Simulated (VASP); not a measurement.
# Al (P1) in VASP: single point with PBEsol

Aim: the single point of Al with PBEsol.

Program: VASP 6.6.1. These are calculated values, not measurements. Logs are shortened: lines on timing, memory, paths and dates and some standing lists are left out, and cuts for length are marked.

## Step 1: The cell of the first run

The typed cell holds 8 atoms: a = 5.611 Å, b = 5.670 Å, c = 5.793 Å, α = 59.50°, β = 60.77°, γ = 60.89°.

## Step 2: Single point, PBEsol (atoms moved at random and the cell strained at random)

File INCAR:

```
SYSTEM = Al
  ALGO = Fast
  EDIFF = 1E-6
  ENCUT = 520
  GGA = PS
  ISIF = 2
  ISMEAR = 0
  LASPH = .True.
  LCHARG = .True.
  LELF = .True.
  LREAL = .False.
  LVHAR = .True.
  LWAVE = .False.
  NBANDS = 22
  NELM = 80
  PREC = Accurate
  SIGMA = 0.15
```

File KPOINTS:

```
k-points
0
Gamma
  10 10 10
  0 0 0
```

File POSCAR:

```
Al
1.0
   -3.9426761176      3.9920368453     -0.0082726528
   -3.9348679427     -0.0004644779      4.0823916335
    0.0629634932      4.0467276857      4.1448906489
Al
8
Direct
   -0.0670885375      0.1341645374     -0.0267123913
    0.4052617425     -0.0027692068      0.0072199378
    0.0074898666      0.4938504516      0.0064241862
    0.0330964990     -0.0524623529      0.4874570403
    0.3900328743      0.5368713448      0.0040982192
    0.5150114038     -0.0551427147      0.5589512100
    0.1394743760      0.3861710943      0.5039013403
    0.5767217753      0.5593168462      0.4586604576
```

Potentials or basis: VASP PAW PBE potentials, release 64 (Al).

Launch:

```console
> cat potpaw_PBE.64/Al/POTCAR > POTCAR
> mpirun -np 1 vasp_std > vasp.out
```

OUTCAR:

```text
SYSTEM = Al
   EDIFF = 1E-6
   ENCUT = 520
   GGA = PS
   ISIF = 2
   ISMEAR = 0
   LASPH = .True.
   LREAL = .False.
   NELM = 80
   PREC = Accurate

 ion  position               nearest neighbor table
   1  0.933  0.134  0.973-   7 2.32   3 2.38   2 2.45   5 2.76   4 2.86   6 3.02   6 3.02   5 3.08
                             4 3.20   2 3.30   3 3.36
   2  0.405  0.997  0.007-   1 2.45   6 2.50   4 2.51   3 2.61   5 2.66   8 2.73   5 3.01   7 3.18
                             3 3.19   8 3.30   1 3.30   4 3.33
   3  0.007  0.494  0.006-   5 2.27   1 2.38   8 2.60   2 2.61   4 2.79   4 2.93   7 2.94   7 3.01
                             2 3.19   8 3.24   5 3.36   1 3.36
   4  0.033  0.948  0.487-   2 2.51   6 2.74   8 2.74   3 2.79   1 2.86   7 2.88   7 2.90   6 2.92
                             3 2.93   8 3.13   1 3.20   2 3.33
   5  0.390  0.537  0.004-   3 2.27   7 2.40   6 2.50   2 2.66   8 2.75   1 2.76   2 3.01   1 3.08
                             6 3.32   8 3.35   3 3.36
   6  0.515  0.945  0.559-   7 2.35   8 2.36   5 2.50   2 2.50   4 2.74   4 2.92   1 3.02   1 3.02
                             5 3.32
   7  0.139  0.386  0.504-   1 2.32   6 2.35   5 2.40   4 2.88   4 2.90   8 2.92   8 2.92   3 2.94
                             3 3.01   2 3.18
   8  0.577  0.559  0.459-   6 2.36   3 2.60   2 2.73   4 2.74   5 2.75   7 2.92   7 2.92   4 3.13
                             3 3.24   2 3.30   5 3.35

  LATTYP: Found a triclinic cell.
 ALAT       =     9.7977530936
 B/A-ratio  =     0.5726623187
 C/A-ratio  =     0.8406047236
 COS(alpha) =     0.0028280410
 COS(beta)  =     0.4290338553
 COS(gamma) =     0.8565997451

  Lattice vectors:

 A1 = (  -7.9483157284,   3.9373460049,  -4.1614359545)
 A2 = (  -3.9426761176,   3.9920368453,  -0.0082726528)
 A3 = (  -0.0707716681,  -0.0542263625,  -8.2355549352)

Analysis of symmetry for initial positions (statically):
=====================================================================
 Subroutine PRICEL returns:
 Original cell was already a primitive cell.

 Routine SETGRP: Setting up the symmetry group for a
 triclinic supercell.

 Subroutine GETGRP returns: Found  1 space group operations
 (whereof  1 operations were pure point group operations)
 out of a pool of  2 trial point group operations.

The static configuration has the point symmetry C_1 .

Analysis of symmetry for dynamics (positions and initial velocities):
=====================================================================
 Subroutine PRICEL returns:
 Original cell was already a primitive cell.

 Routine SETGRP: Setting up the symmetry group for a
 triclinic supercell.

 Subroutine GETGRP returns: Found  1 space group operations
 (whereof  1 operations were pure point group operations)
 out of a pool of  2 trial point group operations.

The dynamic configuration has the point symmetry C_1 .

 Subroutine INISYM returns: Found  1 space group operations
 (whereof  1 operations are pure point group operations),
 and found     1 'primitive' translations

----------------------------------------------------------------------------------------

                                     Primitive cell

  volume of cell :     131.4083

  direct lattice vectors                    reciprocal lattice vectors
    -3.942676118  3.992036845 -0.008272653    -0.125732230  0.126070006 -0.121174353
    -3.934867943 -0.000464478  4.082391634    -0.126171935 -0.124356274  0.123327790
     0.062963493  4.046727686  4.144890649     0.124018498  0.122732778  0.119550857

  length of vectors
     5.610804005  5.670018288  5.793106926     0.215372848  0.215855470  0.211509646

  position of ions in fractional coordinates (direct lattice)
     0.932911463  0.134164537  0.973287609
     0.405261743  0.997230793  0.007219938
     0.007489867  0.493850452  0.006424186
     0.033096499  0.947537647  0.487457040
     0.390032874  0.536871345  0.004098219
     0.515011404  0.944857285  0.558951210
     0.139474376  0.386171094  0.503901340
     0.576721775  0.559316846  0.458660458

  ion indices of the primitive-cell ions
   primitive index   ion index
                 1           1
                 2           2
                 3           3
                 4           4
                 5           5
                 6           6
                 7           7
                 8           8

----------------------------------------------------------------------------------------

 KPOINTS: k-points

Automatic generation of k-mesh.
 Grid dimensions read from file:
 generate k-points for:   10   10   10

 Generating k-lattice:

  Cartesian coordinates                     Fractional coordinates (reciprocal lattice)
    -0.012573223  0.012607001 -0.012117435     0.100000000  0.000000000 -0.000000000
    -0.012617194 -0.012435627  0.012332779     0.000000000  0.100000000  0.000000000
     0.012401850  0.012273278  0.011955086    -0.000000000  0.000000000  0.100000000

  Length of vectors
     0.021537285  0.021585547  0.021150965

  Shift w.r.t. Gamma in fractional coordinates (k-lattice)
     0.000000000  0.000000000  0.000000000

 Subroutine IBZKPT returns following result:
 ===========================================

 Found    504 irreducible k-points:

 Following reciprocal coordinates:
            Coordinates               Weight
  0.000000  0.000000  0.000000      1.000000
  0.100000 -0.000000  0.000000      2.000000
  0.200000 -0.000000  0.000000      2.000000
  0.300000  0.000000  0.000000      2.000000
  0.400000 -0.000000  0.000000      2.000000
  0.500000  0.000000 -0.000000      1.000000
[... 16 lines left out ...]
 -0.400000  0.200000 -0.000000      2.000000
 -0.300000  0.200000  0.000000      2.000000
 [... further k-points ...]
   k-points           NKPTS =    504   k-points in BZ     NKDIM =    504   number of bands    NBANDS=     22
   number of dos      NEDOS =    301   number of ions     NIONS =      8
   total plane-waves  NPLWV =  84672
   dimension x,y,z NGX =    42 NGY =   42 NGZ =   48
   dimension x,y,z NGXF=    84 NGYF=   84 NGZF=   96
   ions per type =               8
   NGX,Y,Z   is equivalent  to a cutoff of  12.44, 12.31, 13.77 a.u.
   NGXF,Y,Z  is equivalent  to a cutoff of  24.89, 24.63, 27.55 a.u.
 SYSTEM =  Al
   PREC   = accura    normal or accurate (medium, high low for compatibility)
   ISTART =      0    job   : 0-new  1-cont  2-samecut
   ICHARG =      2    charge: 1-file 2-atom 10-const
   ISPIN  =      1    spin polarized calculation?
   LNONCOLLINEAR =      F non collinear calculations
   LSORBIT =      F    spin-orbit coupling
   LASPH  =      T    aspherical Exc in radial PAW
   ENCUT  =  520.0 eV  38.22 Ry    6.18 a.u.  10.43 10.54 10.77*2*pi/ulx,y,z
   NELM   =     80;   NELMIN=  2; NELMDL= -5     # of ELM steps
   EDIFF  = 0.1E-05   stopping-criterion for ELM
   LREAL  =      F    real-space projection
   EDIFFG = 0.1E-04   stopping-criterion for IOM
   NSW    =      0    number of steps for IOM
   IBRION =     -1    ionic relax: 0-MD 1-quasi-New 2-CG
   NFREE  =      0    steps in history (QN), initial steepest desc. (CG)
   ISIF   =      2    stress and relaxation
   ISYM   =      2    0-nonsym 1-usesym 2-fastsym
   POTIM  = 0.5000    time-step for ionic-motion
   TEBEG  =    0.0;   TEEND  =   0.0 temperature during run
   PSTRESS=    0.0 pullay stress
   NELECT =      24.0000    total number of electrons
   NUPDOWN=      -1.0000    fix difference up-down
   EMIN   =  10.00;   EMAX   =-10.00  energy-range for DOS
   EFERMI =   0.00;   METHOD = LEGACY
   ISMEAR =     0;   SIGMA  =   0.15  broadening in eV -4-tet -1-fermi 0-gaus
   EFERMI_NEDOS =   21; number of points for ismear=-14 and -15
   IALGO  =     68    algorithm
   IMIX   =      4    mixing-type and parameters
     AMIX     =   0.40;   BMIX     =  1.00
     AMIX_MAG =   1.60;   BMIX_MAG =  1.00
  volume/ion in A,a.u.               =      16.43       110.85
  Fermi-wavevector in a.u.,A,eV,Ry     =   0.928833  1.755240 11.738168  0.862731
  Thomas-Fermi vector in A             =   2.055052
   LORBIT       =      0    0 simple, 1 ext, 2 COOP (PROOUT), +10 PAW based schemes
   GGA     = PS    functional components
   LHFCALC =     F    Hartree Fock is set to
   AEXX    =    0.0000 exact exchange contribution
   IVDW    =     0    specifies the selected vdW correction
   LEPSILON=     F    determine dielectric tensor
   LRPA    =     F    only Hartree local field effects (RPA)
 non-spin polarized calculation
 RMM-DIIS sequential band-by-band and
 Gauss-broadening in eV      SIGMA  =   0.15
  energy-cutoff  :      520.00
  volume of cell :      131.41
 maximum number of plane-waves:      3560
 NGX is ok and might be reduce to    42
   NGX = 21   NGY = 21   NGZ = 21

 number of electron      24.0000000 magnetization

 Free energy of the ion-electron system (eV)
  ---------------------------------------------------
  ext. energy  EPLUGINS =         0.00000000
  ---------------------------------------------------
  free energy    TOTEN  =       -28.90578646 eV

  energy without entropy =      -28.87002939  energy(sigma->0) =      -28.88790793

 E-fermi :   7.7852     XC(G=0): -10.2058

 val. band max:        7.7851248498   @ k =   0.1000  -0.1000   0.4000
 cond. band min:       7.7858079131   @ k =   0.4000  -0.1000   0.2000
 fundamental gap:      0.0006830633
 Fermi energy:         7.7852332567

 k-point     1 :       0.0000    0.0000    0.0000
  band No.  band energies     occupation
      1      -3.3985      2.00000
      2       2.1048      2.00000
      3       2.4311      2.00000
      4       2.9546      2.00000
      5       3.1358      2.00000
      6       3.3485      2.00000
[... 14 lines left out ...]
     21      13.8075      0.00000
     22      14.0431      0.00000

 k-point     2 :       0.1000   -0.0000    0.0000
  band No.  band energies     occupation
      1      -3.3355      2.00000
      2       1.7231      2.00000
      3       2.3245      2.00000
      4       2.7098      2.00000
      5       3.0943      2.00000
      6       3.3694      2.00000
[... 14 lines left out ...]
     21      13.8517      0.00000
     22      14.0494      0.00000

 k-point     3 :       0.2000   -0.0000    0.0000
  band No.  band energies     occupation
      1      -3.1492      2.00000
      2       0.8873      2.00000
      3       2.1454      2.00000
      4       2.4796      2.00000
      5       3.0479      2.00000
      6       3.2417      2.00000
[... 14 lines left out ...]
     21      13.8941      0.00000
     22      14.3663      0.00000

 k-point     4 :       0.3000    0.0000    0.0000
  band No.  band energies     occupation
      1      -2.8508      2.00000
      2       0.0232      2.00000
      3       2.0432      2.00000
      4       2.3838      2.00000
      5       2.8690      2.00000
      6       3.0243      2.00000
[... 14 lines left out ...]
     21      13.9971      0.00000
     22      14.3032      0.00000

 k-point     5 :       0.4000   -0.0000    0.0000
  band No.  band energies     occupation
      1      -2.4837      2.00000
      2      -0.7019      2.00000
      3       2.0324      2.00000
      4       2.3699      2.00000
      5       2.6088      2.00000
      6       2.9212      2.00000
[... 417 lines left out ...]
 k-point    22 :       0.5000    0.2000    0.0000
  band No.  band energies     occupation
      1      -2.1439      2.00000
      2      -0.6723      2.00000
      3       0.9209      2.00000
      4       1.4624      2.00000
      5       1.6263      2.00000
      6       4.0083      2.00000
[... 14 lines left out ...]
     21      12.7661      0.00000
     22      12.9987      0.00000

 k-point    23 :      -0.4000    0.2000   -0.0000
  band No.  band energies     occupation
      1      -2.0611      2.00000
      2      -0.8241      2.00000
      3       0.7530      2.00000
      4       1.6082      2.00000
      5       1.8074      2.00000
      6       3.7895      2.00000
[... 14 lines left out ...]
     21      12.2432      0.00000
     22      12.3379      0.00000

 k-point    24 :      -0.3000    0.2000    0.0000
  band No.  band energies     occupation
      1      -2.3768      2.00000
      2      -0.4011      2.00000
      3       0.7603      2.00000
      4       1.8688      2.00000
      5       2.0987      2.00000
      6       3.6233      2.00000
[... 14 lines left out ...]
     21      12.3845      0.00000
     22      12.7725      0.00000

 [... further k-points ...]
[... 5 lines left out ...]
  --------------------------------------------------------------------------------------
  -------------------------------------------------------------------------------------
  Total       14.3998415      8.4970448     10.4341339     -0.3506891      0.8133745      0.7906403
  in kB      175.5681191    103.5990692    127.2167666     -4.2757290      9.9169591      9.6397748
  external PRESSURE =     135.4613183 kB  Pullay stress =       0.0000000 kB

 VOLUME and BASIS-vectors are now :
 -----------------------------------------------------------------------------
  energy-cutoff  :      520.00
  volume of cell :      131.41
      direct lattice vectors                 reciprocal lattice vectors
    -3.942676118  3.992036845 -0.008272653    -0.125732230  0.126070006 -0.121174353
    -3.934867943 -0.000464478  4.082391634    -0.126171935 -0.124356274  0.123327790
     0.062963493  4.046727686  4.144890649     0.124018498  0.122732778  0.119550857

 POSITION                                       TOTAL-FORCE (eV/Angst)
 -----------------------------------------------------------------------------------
     -4.14481      7.66278      4.57417         4.281588     -0.246888     -0.410570
     -5.52133      1.64657      4.09766        -2.017581      1.764943     -0.353243
     -1.97236      0.05567      2.04266         0.584485     -2.063837      1.123241
     -3.82823      2.10429      5.88840         0.597908      0.044823      1.024689
     -3.65003      1.57336      2.20548        -2.138292      1.960781     -0.856617
     -5.71322      4.31743      6.16981        -1.839842      0.436434     -0.704610
     -2.03771      2.59576      3.66396        -1.074724     -2.137832      1.708340
     -4.44579      4.15811      4.17968         1.606458      0.241575     -1.531230
 -----------------------------------------------------------------------------------
    total drift:                               -0.000008      0.000023     -0.000030

  FREE ENERGIE OF THE ION-ELECTRON SYSTEM (eV)
  ---------------------------------------------------
  free  energy   TOTEN  =       -28.9057864591 eV

  energy  without entropy=      -28.8700293916  energy(sigma->0) =      -28.88790793
```

It took 13 min on 1 thread of Intel Xeon 6975P-C (Granite Rapids), shared host; peak memory 0.99 GiB.

Results:

- Free energy: -28.9058 eV
- Pressure: 13.5 GPa
- Largest force: 4.308 eV/Å
- Band gap on the k mesh: zero (band 12 reaches 8.54 eV, above the bottom of band 13 at 6.05 eV)

Forces on the atoms (eV/Å):
```
Al   4.282 -0.247 -0.411
Al  -2.018  1.765 -0.353
Al   0.584 -2.064  1.123
Al   0.598  0.045  1.025
Al  -2.138  1.961 -0.857
Al  -1.840  0.436 -0.705
Al  -1.075 -2.138  1.708
Al   1.606  0.242 -1.531
```

Caveat: the cell differs from its parent crystal (atoms moved at random and the cell strained at random); the PAW data sets were made with another functional, which shifts forces and pressure a little.
